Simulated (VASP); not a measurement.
# WC (I4/mmm) in VASP: single point with r2SCAN

Aim: the single point of WC with r2SCAN.

All numbers are computed with VASP 6.6.1; they aren't measurements. Logs are shortened: lines on timing, memory, paths and dates and some standing lists are left out, and cuts for length are marked.

## (1) The cell of the first run

It takes space group I4/mmm (No. 139, tetragonal). Conventional cell: a = 3.101 Å, b = 3.101 Å, c = 4.961 Å, α = 90.00°, β = 90.00°, γ = 90.00°. W (site symmetry 4/mmm) has 6 C at 2.19 to 2.48 Å within 2.9 Å. C (site symmetry 4/mmm) has 6 W at 2.19 to 2.48 Å within 2.9 Å.

## (2) Single point, r2SCAN (strain +0.1312 x Voigt [1, 0, 0, 0, 0, 0])

The input, POSCAR:

```
WC
1.0
    0.0000000000      2.1926840000      2.1926840000
    2.4803641408      0.0000000000      2.1926840000
    2.4803641408      2.1926840000      0.0000000000
W C
1 1
Direct
    0.0000000000      0.0000000000      0.0000000000
    0.5000000000      0.5000000000      0.5000000000
```

The input, INCAR.step1:

```
PREC = Accurate
ENCUT = 520
ISMEAR = 0
SIGMA = 0.15
LREAL = F
LASPH = T
NELM = 60
NBANDS = 16
GGA = PE
ALGO = Normal
EDIFF = 1E-4
LWAVE = T
LCHARG = F
```

The input, INCAR.step2:

```
PREC = Accurate
ENCUT = 520
EDIFF = 1E-7
ISMEAR = 0
SIGMA = 0.15
LREAL = F
LASPH = T
NELM = 60
ALGO = Normal
ISIF = 2
LWAVE = F
LCHARG = F
METAGGA = R2SCAN
LMIXTAU = T
NBANDS = 16
ISTART = 1
```

The input, KPOINTS:

```
regular mesh
0
Gamma
  18 18 18
```

Potentials or basis: VASP PAW PBE potentials, release 64 (W_sv, C).

Launch:

```bash
> cat potpaw_PBE.64/W_sv/POTCAR potpaw_PBE.64/C/POTCAR > POTCAR
> cp INCAR.step1 INCAR
> mpirun -np 1 vasp_std > vasp.out
> cp INCAR.step2 INCAR
> mpirun -np 1 vasp_std > vasp.out
```

OUTCAR:

```text
PREC = Accurate
   ENCUT = 520
   EDIFF = 1E-7
   ISMEAR = 0
   LREAL = F
   LASPH = T
   NELM = 60
   ISIF = 2
   METAGGA = R2SCAN
   ISTART = 1

 ion  position               nearest neighbor table
   1  0.000  0.000  0.000-   2 2.19   2 2.19   2 2.19   2 2.19   2 2.48   2 2.48
   2  0.500  0.500  0.500-   1 2.19   1 2.19   1 2.19   1 2.19   1 2.48   1 2.48

  LATTYP: Found a body centered tetragonal cell.
 ALAT       =     3.1009234508
 C/A-ratio  =     1.5997583818

  Lattice vectors:

 A1 = (   2.4803641408,   0.0000000000,   2.1926840000)
 A2 = (   2.4803641408,   0.0000000000,  -2.1926840000)
 A3 = (  -2.4803641408,   2.1926840000,   0.0000000000)

Analysis of symmetry for initial positions (statically):
=====================================================================
 Subroutine PRICEL returns:
 Original cell was already a primitive cell.

 Routine SETGRP: Setting up the symmetry group for a
 body centered tetragonal supercell.

 Subroutine GETGRP returns: Found 16 space group operations
 (whereof 16 operations were pure point group operations)
 out of a pool of 16 trial point group operations.

The static configuration has the point symmetry D_4h.

Analysis of symmetry for dynamics (positions and initial velocities):
=====================================================================
 Subroutine PRICEL returns:
 Original cell was already a primitive cell.

 Routine SETGRP: Setting up the symmetry group for a
 body centered tetragonal supercell.

 Subroutine GETGRP returns: Found 16 space group operations
 (whereof 16 operations were pure point group operations)
 out of a pool of 16 trial point group operations.

The dynamic configuration has the point symmetry D_4h.

 Subroutine INISYM returns: Found 16 space group operations
 (whereof 16 operations are pure point group operations),
 and found     1 'primitive' translations

----------------------------------------------------------------------------------------

                                     Primitive cell

  volume of cell :      23.8505

  direct lattice vectors                    reciprocal lattice vectors
     0.000000000  2.192684000  2.192684000    -0.201583305  0.228031034  0.228031034
     2.480364141  0.000000000  2.192684000     0.201583305 -0.228031034  0.228031034
     2.480364141  2.192684000  0.000000000     0.201583305  0.228031034 -0.228031034

  length of vectors
     3.100923451  3.310599552  3.310599552     0.380305316  0.380305316  0.380305316

  position of ions in fractional coordinates (direct lattice)
     0.000000000  0.000000000  0.000000000
     0.500000000  0.500000000  0.500000000

  ion indices of the primitive-cell ions
   primitive index   ion index
                 1           1
                 2           2

----------------------------------------------------------------------------------------

 KPOINTS: regular mesh

Automatic generation of k-mesh.
 Grid dimensions read from file:
 generate k-points for:   18   18   18

 Generating k-lattice:

  Cartesian coordinates                     Fractional coordinates (reciprocal lattice)
    -0.011199072  0.012668391  0.012668391     0.055555556 -0.000000000 -0.000000000
     0.011199072 -0.012668391  0.012668391     0.000000000  0.055555556  0.000000000
     0.011199072  0.012668391 -0.012668391     0.000000000  0.000000000  0.055555556

  Length of vectors
     0.021128073  0.021128073  0.021128073

  Shift w.r.t. Gamma in fractional coordinates (k-lattice)
     0.000000000  0.000000000  0.000000000

 Subroutine IBZKPT returns following result:
 ===========================================

 Found    480 irreducible k-points:

 Following reciprocal coordinates:
            Coordinates               Weight
  0.000000  0.000000  0.000000      1.000000
  0.055556 -0.000000 -0.000000      8.000000
  0.111111 -0.000000 -0.000000      8.000000
  0.166667 -0.000000 -0.000000      8.000000
  0.222222 -0.000000 -0.000000      8.000000
  0.277778 -0.000000 -0.000000      8.000000
[... 16 lines left out ...]
 -0.277778  0.055556  0.000000     16.000000
 -0.222222  0.055556  0.000000     16.000000
 [... further k-points ...]
   k-points           NKPTS =    480   k-points in BZ     NKDIM =    480   number of bands    NBANDS=     16
   number of dos      NEDOS =    301   number of ions     NIONS =      2
   total plane-waves  NPLWV =  18816
   dimension x,y,z NGX =    24 NGY =   28 NGZ =   28
   dimension x,y,z NGXF=    48 NGYF=   56 NGZF=   56
   ions per type =               1   1
   NGX,Y,Z   is equivalent  to a cutoff of  12.87, 14.06, 14.06 a.u.
   NGXF,Y,Z  is equivalent  to a cutoff of  25.73, 28.12, 28.12 a.u.
 SYSTEM =  unknown system
   PREC   = accura    normal or accurate (medium, high low for compatibility)
   ISTART =      1    job   : 0-new  1-cont  2-samecut
   ICHARG =      0    charge: 1-file 2-atom 10-const
   ISPIN  =      1    spin polarized calculation?
   LNONCOLLINEAR =      F non collinear calculations
   LSORBIT =      F    spin-orbit coupling
   LASPH  =      T    aspherical Exc in radial PAW
   ENCUT  =  520.0 eV  38.22 Ry    6.18 a.u.   5.77  6.16  6.16*2*pi/ulx,y,z
   NELM   =     60;   NELMIN=  2; NELMDL=  0     # of ELM steps
   EDIFF  = 0.1E-06   stopping-criterion for ELM
   LREAL  =      F    real-space projection
   EDIFFG = 0.1E-05   stopping-criterion for IOM
   NSW    =      0    number of steps for IOM
   IBRION =     -1    ionic relax: 0-MD 1-quasi-New 2-CG
   NFREE  =      0    steps in history (QN), initial steepest desc. (CG)
   ISIF   =      2    stress and relaxation
   ISYM   =      2    0-nonsym 1-usesym 2-fastsym
   POTIM  = 0.5000    time-step for ionic-motion
   TEBEG  =    0.0;   TEEND  =   0.0 temperature during run
   PSTRESS=    0.0 pullay stress
   NELECT =      18.0000    total number of electrons
   NUPDOWN=      -1.0000    fix difference up-down
   EMIN   =  10.00;   EMAX   =-10.00  energy-range for DOS
   EFERMI =   0.00;   METHOD = LEGACY
   ISMEAR =     0;   SIGMA  =   0.15  broadening in eV -4-tet -1-fermi 0-gaus
   EFERMI_NEDOS =   21; number of points for ismear=-14 and -15
   IALGO  =     38    algorithm
   IMIX   =      4    mixing-type and parameters
     AMIX     =   0.40;   BMIX     =  1.00
     AMIX_MAG =   1.60;   BMIX_MAG =  1.00
  volume/ion in A,a.u.               =      11.93        80.48
  Fermi-wavevector in a.u.,A,eV,Ry     =   1.490504  2.816644 30.226734  2.221602
  Thomas-Fermi vector in A             =   2.603278
   LORBIT       =      0    0 simple, 1 ext, 2 COOP (PROOUT), +10 PAW based schemes
   METAGGA = R2SCAN    functional components
   LHFCALC =     F    Hartree Fock is set to
   AEXX    =    0.0000 exact exchange contribution
   IVDW    =     0    specifies the selected vdW correction
   LEPSILON=     F    determine dielectric tensor
   LRPA    =     F    only Hartree local field effects (RPA)
 non-spin polarized calculation
 Gauss-broadening in eV      SIGMA  =   0.15
  energy-cutoff  :      520.00
  volume of cell :       23.85
 maximum number of plane-waves:       656
   NGX = 11   NGY = 13   NGZ = 13

 number of electron      18.0000000 magnetization

 Free energy of the ion-electron system (eV)
  ---------------------------------------------------
  ext. energy  EPLUGINS =         0.00000000
  ---------------------------------------------------
  free energy    TOTEN  =       -60.10101134 eV

  energy without entropy =      -60.08784341  energy(sigma->0) =      -60.09442738

 E-fermi :  10.5364     XC(G=0): -14.0404

 val. band max:       10.5356586820   @ k =   0.3889   0.1667   0.1667
 cond. band min:      10.5436896264   @ k =   0.3333   0.2222  -0.0000
 fundamental gap:      0.0080309444
 Fermi energy:        10.5363657620

 k-point     1 :       0.0000    0.0000    0.0000
  band No.  band energies     occupation
      1     -66.8909      2.00000
      2     -30.2770      2.00000
      3     -30.2366      2.00000
      4     -30.2366      2.00000
      5      -5.0694      2.00000
      6       7.3448      2.00000
[... 8 lines left out ...]
     15      21.4561      0.00000
     16      31.6137      0.00000

 k-point     2 :       0.0556   -0.0000   -0.0000
  band No.  band energies     occupation
      1     -66.8901      2.00000
      2     -30.2812      2.00000
      3     -30.2475      2.00000
      4     -30.2367      2.00000
      5      -4.9922      2.00000
      6       7.2507      2.00000
[... 8 lines left out ...]
     15      21.6213      0.00000
     16      30.1681      0.00000

 k-point     3 :       0.1111   -0.0000   -0.0000
  band No.  band energies     occupation
      1     -66.8880      2.00000
      2     -30.3016      2.00000
      3     -30.2703      2.00000
      4     -30.2369      2.00000
      5      -4.7640      2.00000
      6       6.8713      2.00000
[... 8 lines left out ...]
     15      22.0602      0.00000
     16      28.4873      0.00000

 k-point     4 :       0.1667   -0.0000   -0.0000
  band No.  band energies     occupation
      1     -66.8848      2.00000
      2     -30.3518      2.00000
      3     -30.2859      2.00000
      4     -30.2373      2.00000
      5      -4.3957      2.00000
      6       6.1316      2.00000
[... 8 lines left out ...]
     15      22.5506      0.00000
     16      27.0720      0.00000
[... 324 lines left out ...]
 k-point    22 :      -0.3333    0.0556    0.0000
  band No.  band energies     occupation
      1     -66.8717      2.00000
      2     -30.5650      2.00000
      3     -30.3295      2.00000
      4     -30.2512      2.00000
      5      -2.4805      2.00000
      6       3.0680      2.00000
[... 8 lines left out ...]
     15      22.7733      0.00000
     16      24.3138      0.00000

 k-point    23 :      -0.2778    0.0556    0.0000
  band No.  band energies     occupation
      1     -66.8755      2.00000
      2     -30.5020      2.00000
      3     -30.3177      2.00000
      4     -30.2509      2.00000
      5      -3.1294      2.00000
      6       3.9359      2.00000
[... 8 lines left out ...]
     15      22.5512      0.00000
     16      25.0643      0.00000

 k-point    24 :      -0.2222    0.0556    0.0000
  band No.  band energies     occupation
      1     -66.8795      2.00000
      2     -30.4333      2.00000
      3     -30.3039      2.00000
      4     -30.2503      2.00000
      5      -3.7248      2.00000
      6       4.8450      2.00000
[... 8 lines left out ...]
     15      22.6973      0.00000
     16      25.4209      0.00000

 [... further k-points ...]
[... 5 lines left out ...]
  --------------------------------------------------------------------------------------
  -------------------------------------------------------------------------------------
  Total       -6.3798556     -3.4504263     -3.4504263      0.0000000      0.0000000      0.0000000
  in kB     -428.5721015   -231.7852531   -231.7852531      0.0000000      0.0000000      0.0000000
  external PRESSURE =    -297.3808692 kB  Pullay stress =       0.0000000 kB

 VOLUME and BASIS-vectors are now :
 -----------------------------------------------------------------------------
  energy-cutoff  :      520.00
  volume of cell :       23.85
      direct lattice vectors                 reciprocal lattice vectors
     0.000000000  2.192684000  2.192684000    -0.201583305  0.228031034  0.228031034
     2.480364141  0.000000000  2.192684000     0.201583305 -0.228031034  0.228031034
     2.480364141  2.192684000  0.000000000     0.201583305  0.228031034 -0.228031034

 POSITION                                       TOTAL-FORCE (eV/Angst)
 -----------------------------------------------------------------------------------
      0.00000      0.00000      0.00000        -0.000000      0.000000      0.000000
      2.48036      2.19268      2.19268         0.000000      0.000000      0.000000
 -----------------------------------------------------------------------------------
    total drift:                                0.000000     -0.000000     -0.000000

  FREE ENERGIE OF THE ION-ELECTRON SYSTEM (eV)
  ---------------------------------------------------
  free  energy   TOTEN  =       -60.1010113444 eV

  energy  without entropy=      -60.0878434116  energy(sigma->0) =      -60.09442738
```

It took 4.8 min on 1 thread of Intel Xeon 6975P-C (Granite Rapids), shared host; peak memory 0.31 GiB.

What came out:

```
Free energy            : -60.1010 eV
Pressure               : -29.7 GPa
Band gap on the k mesh : zero (band 9 reaches 11.50 eV, above the bottom of band 10 at 8.83 eV)
```

Stress tensor (GPa, compression positive):
```
-42.86   0.00   0.00
  0.00 -23.18   0.00
  0.00   0.00 -23.18
```

Caveat: the cell differs from its parent crystal (strain +0.1312 x Voigt [1, 0, 0, 0, 0, 0]); the PAW data sets were made with another functional, which shifts forces and pressure a little; spin-orbit coupling is left out, which moves the levels of the heavy elements.
